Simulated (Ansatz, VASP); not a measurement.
## Mo in VASP and in Ansatz

```xyz
1
Lattice="-1.5651 1.5651 1.5651 1.5651 -1.5651 1.5651 1.5651 1.5651 -1.5651" Properties=species:S:1:pos:R:3 pbc="T T T"
Mo    0.0000    0.0000    0.0000
```

Alike in both runs: task single point; functional PBEsol; k mesh 17 × 17 × 17; occupations fermi-dirac, width 0.08 eV; no spin polarisation.

```csv
,VASP,Ansatz
version,VASP 6.6.1,Ansatz 0.2.0
potentials or method,"VASP PAW PBE potentials, release 64 (Mo_sv), cutoff 520 eV","all-electron LAPW, scalar-relativistic"
```

|  | VASP | Ansatz | Ansatz less VASP |
| --- | --- | --- | --- |
| pressure (GPa) | 0.6 | 0.0 | -0.55 |

VASP's potentials were made for PBE, not for PBEsol. Ansatz ran all-electron here, and VASP with PAW potentials.
